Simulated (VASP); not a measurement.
The system is AlPt.

```
Al Pt
1.0
     3.09155    0.00000    0.00000
     0.00000    3.09155    0.00000
     0.00000    0.00000    3.09155
Al Pt
1 1
Direct
  0.00000 0.00000 0.00000
  0.50000 0.50000 0.50000
```

```yaml
Program: VASP 6.6.1
Task: relaxation of cell and atoms
Functional: PBEsol
Potentials_or_basis: VASP PAW PBE potentials, release 64 (Al, Pt)
Cutoff: 500 eV
k_mesh: 13 × 13 × 13
Occupations: fermi-dirac, width 0.05 eV
Spin: no spin polarisation
```

At the start: pressure -5.8 GPa; volume 14.77 Å³/atom.

Task: Where does the relaxation end?

Result: Over 4 steps the energy falls by 8.3 meV/atom and the volume is 14.32 Å³/atom (-3.0 %); space group Pm-3m (No. 221, to 0.05 Å).

Step by step:
| step | energy change (eV) | largest force (eV/Å) | pressure (GPa) | volume (Å³) |
| --- | --- | --- | --- | --- |
| 1 | 0.0000 | 0.0000 | -5.80 | 29.55 |
| 2 | 0.0266 | 0.0000 | 10.86 | 27.32 |
| 3 | -0.0167 | 0.0000 | -0.08 | 28.67 |
| 4 | -0.0167 | 0.0000 | 0.04 | 28.65 |

Final structure:
```
CELL_PARAMETERS angstrom
3.05986 0.00000 0.00000
0.00000 3.05986 0.00000
0.00000 0.00000 3.05986
ATOMIC_POSITIONS crystal
Al 0.00000 0.00000 0.00000
Pt 0.50000 0.50000 0.50000
```

Caveat: the PAW data sets were made with another functional, which shifts forces and pressure a little.
